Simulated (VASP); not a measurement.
# GaSb (rocksalt type) (Fm-3m) in VASP: notebook

GaSb (rocksalt type) is run at these levels: r2SCAN; tasks: single point, relaxation of cell and atoms.

Program: VASP 6.6.1. These are calculated values, not measurements. Logs are shortened: lines on timing, memory, paths and dates and some standing lists are left out, and cuts for length are marked.

### 1 The cell of the first run

Symmetry: Fm-3m, No. 225, cubic system. The conventional cell has a = 5.738 Å, b = 5.738 Å, c = 5.738 Å, α = 90.00°, β = 90.00°, γ = 90.00°. Within 3.8 Å of Ga (site symmetry m-3m) lie 6 Sb at 2.87 Å. Sb (site symmetry m-3m) has 6 Ga at 2.87 Å within 3.8 Å.

### 2 Single point, r2SCAN

Contents of POSCAR:

```
GaSb
1.0
    0.0000000000      2.8691404644      2.8691404644
    2.8691404644      0.0000000000      2.8691404644
    2.8691404644      2.8691404644      0.0000000000
Ga Sb
1 1
Direct
    0.0000000000      0.0000000000      0.0000000000
    0.5000000000      0.5000000000      0.5000000000
```

Contents of INCAR.step1:

```
SYSTEM = GaSb
ALGO = Normal ; EDIFF = 1E-4
ENCUT = 520 ; GGA = PE
ISMEAR = -1 ; LASPH = .True.
LCHARG = .False. ; LREAL = .False.
LWAVE = .True. ; NBANDS = 16
NELM = 80 ; PREC = Accurate
SIGMA = 0.05
```

Contents of INCAR.step2:

```
SYSTEM = GaSb
ALGO = Normal ; EDIFF = 1E-6
ENCUT = 520 ; ISIF = 2
ISMEAR = -1 ; ISTART = 1
LASPH = .True. ; LCHARG = .False.
LMIXTAU = .True. ; LREAL = .False.
LWAVE = .False. ; METAGGA = R2SCAN
NBANDS = 16 ; NELM = 80
PREC = Accurate ; SIGMA = 0.05
```

Contents of KPOINTS:

```
k-points
0
Gamma
  12 12 12
  0 0 0
```

Potentials or basis: VASP PAW PBE potentials, release 64 (Ga_d, Sb).

On the command line:

```console
$ cat potpaw_PBE.64/Ga_d/POTCAR potpaw_PBE.64/Sb/POTCAR > POTCAR
$ cp INCAR.step1 INCAR
$ mpirun -np 1 vasp_std > vasp.out
$ cp INCAR.step2 INCAR
$ mpirun -np 1 vasp_std > vasp.out
```

OUTCAR:

```text
SYSTEM = GaSb
   EDIFF = 1E-6
   ENCUT = 520
   ISIF = 2
   ISMEAR = -1
   ISTART = 1
   LASPH = .True.
   LREAL = .False.
   METAGGA = R2SCAN
   NELM = 80
   PREC = Accurate

 ion  position               nearest neighbor table
   1  0.000  0.000  0.000-   2 2.87   2 2.87   2 2.87   2 2.87   2 2.87   2 2.87
   2  0.500  0.500  0.500-   1 2.87   1 2.87   1 2.87   1 2.87   1 2.87   1 2.87

  LATTYP: Found a face centered cubic cell.
 ALAT       =     5.7382809288

  Lattice vectors:

 A1 = (   0.0000000000,   2.8691404644,   2.8691404644)
 A2 = (   2.8691404644,   0.0000000000,   2.8691404644)
 A3 = (   2.8691404644,   2.8691404644,   0.0000000000)

Analysis of symmetry for initial positions (statically):
=====================================================================
 Subroutine PRICEL returns:
 Original cell was already a primitive cell.

 Routine SETGRP: Setting up the symmetry group for a
 face centered cubic supercell.

 Subroutine GETGRP returns: Found 48 space group operations
 (whereof 48 operations were pure point group operations)
 out of a pool of 48 trial point group operations.

The static configuration has the point symmetry O_h .

Analysis of symmetry for dynamics (positions and initial velocities):
=====================================================================
 Subroutine PRICEL returns:
 Original cell was already a primitive cell.

 Routine SETGRP: Setting up the symmetry group for a
 face centered cubic supercell.

 Subroutine GETGRP returns: Found 48 space group operations
 (whereof 48 operations were pure point group operations)
 out of a pool of 48 trial point group operations.

The dynamic configuration has the point symmetry O_h .

 Subroutine INISYM returns: Found 48 space group operations
 (whereof 48 operations are pure point group operations),
 and found     1 'primitive' translations

----------------------------------------------------------------------------------------

                                     Primitive cell

  volume of cell :      47.2373

  direct lattice vectors                    reciprocal lattice vectors
     0.000000000  2.869140464  2.869140464    -0.174268219  0.174268219  0.174268219
     2.869140464  0.000000000  2.869140464     0.174268219 -0.174268219  0.174268219
     2.869140464  2.869140464  0.000000000     0.174268219  0.174268219 -0.174268219

  length of vectors
     4.057577357  4.057577357  4.057577357     0.301841410  0.301841410  0.301841410

  position of ions in fractional coordinates (direct lattice)
[... 78 lines left out ...]
   NELM   =     80;   NELMIN=  2; NELMDL=  0     # of ELM steps
   EDIFF  = 0.1E-05   stopping-criterion for ELM
   LREAL  =      F    real-space projection
   EDIFFG = 0.1E-04   stopping-criterion for IOM
   NSW    =      0    number of steps for IOM
   IBRION =     -1    ionic relax: 0-MD 1-quasi-New 2-CG
   NFREE  =      0    steps in history (QN), initial steepest desc. (CG)
   ISIF   =      2    stress and relaxation
   ISYM   =      2    0-nonsym 1-usesym 2-fastsym
   POTIM  = 0.5000    time-step for ionic-motion
   TEBEG  =    0.0;   TEEND  =   0.0 temperature during run
   PSTRESS=    0.0 pullay stress
   NELECT =      18.0000    total number of electrons
   NUPDOWN=      -1.0000    fix difference up-down
   EMIN   =  10.00;   EMAX   =-10.00  energy-range for DOS
   EFERMI =   0.00;   METHOD = LEGACY
   ISMEAR =    -1;   SIGMA  =   0.05  broadening in eV -4-tet -1-fermi 0-gaus
   EFERMI_NEDOS =   21; number of points for ismear=-14 and -15
   IALGO  =     38    algorithm
   IMIX   =      4    mixing-type and parameters
     AMIX     =   0.40;   BMIX     =  1.00
     AMIX_MAG =   1.60;   BMIX_MAG =  1.00
  volume/ion in A,a.u.               =      23.62       159.39
  Fermi-wavevector in a.u.,A,eV,Ry     =   1.186872  2.242863 19.166050  1.408665
  Thomas-Fermi vector in A             =   2.323035
   LORBIT       =      0    0 simple, 1 ext, 2 COOP (PROOUT), +10 PAW based schemes
   METAGGA = R2SCAN    functional components
   LHFCALC =     F    Hartree Fock is set to
   AEXX    =    0.0000 exact exchange contribution
   IVDW    =     0    specifies the selected vdW correction
   LEPSILON=     F    determine dielectric tensor
   LRPA    =     F    only Hartree local field effects (RPA)
 non-spin polarized calculation
  energy-cutoff  :      520.00
  volume of cell :       47.24
 maximum number of plane-waves:      1303
   NGX = 15   NGY = 15   NGZ = 15

 number of electron      17.9999986 magnetization

 Free energy of the ion-electron system (eV)
  ---------------------------------------------------
  ext. energy  EPLUGINS =         0.00000000
  ---------------------------------------------------
  free energy    TOTEN  =       -37.02496459 eV

  energy without entropy =      -37.01537151  energy(sigma->0) =      -37.02016805

 E-fermi :   6.5508     XC(G=0): -11.0070

 val. band max:        6.5448961603   @ k =   0.2500   0.0833   0.0000
 cond. band min:       6.6111870756   @ k =   0.2500   0.1667   0.0833
 fundamental gap:      0.0662909154
 Fermi energy:         6.5508422375

 k-point     1 :       0.0000    0.0000    0.0000
  band No.  band energies     occupation
      1      -8.8520      2.00000
      2      -8.8520      2.00000
      3      -8.8249      2.00000
      4      -8.8249      2.00000
      5      -8.8248      2.00000
      6      -5.9859      2.00000
[... 433 lines left out ...]
      3      -8.8243      2.00000
      4      -8.8123      2.00000
      5      -8.8075      2.00000
      6      -3.1829      2.00000
[... 8 lines left out ...]
     15      16.9585      0.00000
     16      17.1903      0.00000

 [... further k-points ...]

------------------------ aborting loop because EDIFF is reached ----------------------------------------

  FORCE on cell =-STRESS in cart. coord.  units (eV):
  Direction    XX          YY          ZZ          XY          YZ          ZX
  --------------------------------------------------------------------------------------
  -------------------------------------------------------------------------------------
  Total        0.0247430      0.0247430      0.0247430      0.0000000      0.0000000     -0.0000000
  in kB        0.8392243      0.8392243      0.8392243      0.0000000      0.0000000     -0.0000000
  external PRESSURE =       0.8392243 kB  Pullay stress =       0.0000000 kB

 VOLUME and BASIS-vectors are now :
 -----------------------------------------------------------------------------
  energy-cutoff  :      520.00
  volume of cell :       47.24
      direct lattice vectors                 reciprocal lattice vectors
     0.000000000  2.869140464  2.869140464    -0.174268219  0.174268219  0.174268219
     2.869140464  0.000000000  2.869140464     0.174268219 -0.174268219  0.174268219
     2.869140464  2.869140464  0.000000000     0.174268219  0.174268219 -0.174268219

 POSITION                                       TOTAL-FORCE (eV/Angst)
 -----------------------------------------------------------------------------------
      0.00000      0.00000      0.00000         0.000000      0.000000      0.000000
      2.86914      2.86914      2.86914        -0.000000     -0.000000     -0.000000
 -----------------------------------------------------------------------------------
    total drift:                               -0.000000      0.000000      0.000000

  FREE ENERGIE OF THE ION-ELECTRON SYSTEM (eV)
  ---------------------------------------------------
  free  energy   TOTEN  =       -37.0249645889 eV

  energy  without entropy=      -37.0153715066  energy(sigma->0) =      -37.02016805
```

Wall time 5.6 min (1 thread of Intel Xeon 8259CL, shared host); peak memory 0.21 GiB.

What came out:

```
Free energy            : -37.0250 eV
Pressure               : 0.1 GPa
Band gap on the k mesh : zero (bands 9 and 10 overlap by 3.51 eV)
```

Caveat: the PAW data sets were made with another functional, which shifts forces and pressure a little; spin-orbit coupling is left out, which moves the levels of the heavy elements.

### 3 Relaxation of cell and atoms, r2SCAN

This run uses another cell than the first one, of 20.16 Å³/atom.

Contents of POSCAR:

```
GaSb
1.0
    0.0000000000      2.7216090333      2.7216090333
    2.7216090333      0.0000000000      2.7216090333
    2.7216090333      2.7216090333      0.0000000000
Ga Sb
1 1
Direct
    0.0000000000      0.0000000000      0.0000000000
    0.5000000000      0.5000000000      0.5000000000
```

Contents of INCAR.step1:

```
SYSTEM = GaSb
ALGO = Normal
EDIFF = 1E-4
ENCUT = 600
GGA = PE
ISMEAR = -1
LASPH = .True.
LCHARG = .False.
LREAL = .False.
LWAVE = .True.
NELM = 80
PREC = Accurate
SIGMA = 0.05
```

Contents of INCAR.step2:

```
SYSTEM = GaSb
ALGO = Normal
EDIFF = 1E-6
EDIFFG = -0.005
ENCUT = 600
IBRION = 2
ISIF = 3
ISMEAR = -1
ISTART = 1
LASPH = .True.
LCHARG = .False.
LMIXTAU = .True.
LREAL = .False.
LWAVE = .False.
METAGGA = R2SCAN
NELM = 80
NSW = 60
PREC = Accurate
SIGMA = 0.05
```

KPOINTS is that of step 2.

Potentials or basis: VASP PAW PBE potentials, release 64 (Ga_d, Sb).

On the command line:

```console
$ cat potpaw_PBE.64/Ga_d/POTCAR potpaw_PBE.64/Sb/POTCAR > POTCAR
$ cp INCAR.step1 INCAR
$ mpirun -np 1 vasp_std > vasp.out
$ cp INCAR.step2 INCAR
$ mpirun -np 1 vasp_std > vasp.out
```

Wall time 18 min (1 thread of Intel Xeon 8259CL, shared host); peak memory 0.24 GiB.

The run converged. Its results:

| Item | Value |
| --- | --- |
| Free energy | -37.0243 eV |
| Relaxed volume | 23.64 Å³/atom |
| Relaxed cell | a = 4.059 Å, b = 4.059 Å, c = 4.059 Å, α = 60.00°, β = 60.00°, γ = 60.00° |
| Space group after relaxing (to 0.1 Å) | Fm-3m (No. 225) |
| Energy gained by relaxing | 137.5 meV/atom |
| Ionic steps | 6 |
| Pressure after relaxing | 0.0 GPa |
| Band gap on the k mesh | zero (bands 9 and 10 overlap by 3.51 eV) |

Step by step:
```tsv
step	energy change (eV)	largest force (eV/Å)	pressure (GPa)	volume (Å³)
1	0.0000	0.0000	14.79	40.32
2	-0.1928	0.0000	-4.82	52.18
3	-0.2751	0.0000	0.06	47.26
4	-0.2750	0.0000	-0.22	47.41
5	-0.2751	0.0000	0.11	47.20
6	-0.2751	0.0000	-0.01	47.28
```

Final structure:
```
Ga Sb
1.0
     0.00000    2.86999    2.86999
     2.86999    0.00000    2.86999
     2.86999    2.86999    0.00000
Ga Sb
1 1
Cartesian
  0.0000 2.8700 2.8700
  2.8700 2.8700 2.8700
```

Levels at points of the mesh, in eV from the Fermi level:
```tsv
k point	band 6	band 7	band 8	band 9	band 10	band 11	band 12	band 13
(0.00, 0.00, 0.00)	-12.53	0.07	0.07	0.07	0.33	6.62	6.62	6.62
(0.50, 0.00, 0.00)	-9.95	-7.82	0.45	0.45	2.26	2.26	3.16	3.30
(0.50, 0.50, 0.00)	-9.20	-5.43	-4.02	-2.61	-2.61	3.36	9.56	9.56
```

Caveat: the volume moved by over 15 % at a fixed basis, so the end points are rough; the PAW data sets were made with another functional, which shifts forces and pressure a little; spin-orbit coupling is left out, which moves the levels of the heavy elements.
